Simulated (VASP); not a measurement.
Input of a VASP 6.6.1 run:

Contents of INCAR:

```
SYSTEM = Ga
PREC = Accurate
ENCUT = 600
EDIFF = 1E-6
ISMEAR = -1
SIGMA = 0.05
LREAL = .False.
LASPH = .True.
NELM = 100
ALGO = Normal
ISIF = 4
LWAVE = .False.
LCHARG = .False.
GGA = PE
IBRION = 2
NSW = 50
EDIFFG = -0.005
```

File KPOINTS:

```
regular mesh
0
Gamma
  17 17 15
  0 0 0
```

POSCAR

```
Ga
1.0
    2.4767204043      0.0000000000      0.0000000000
   -1.2383602021      2.1449027882      0.0000000000
    0.0000000000      0.0000000000      2.3710446226
Ga
1
Direct
    0.0000000000      0.0000000000      0.0000000000
```

Potentials or basis: VASP PAW PBE potentials, release 64 (Ga_d).

Launch:

```console
$ cat potpaw_PBE.64/Ga_d/POTCAR > POTCAR
$ mpirun -np 1 vasp_std > vasp.out
```

(1) Predict the band gap on the k mesh.

Answers

(1) zero (an odd number of electrons rules out a gap without spin polarisation).
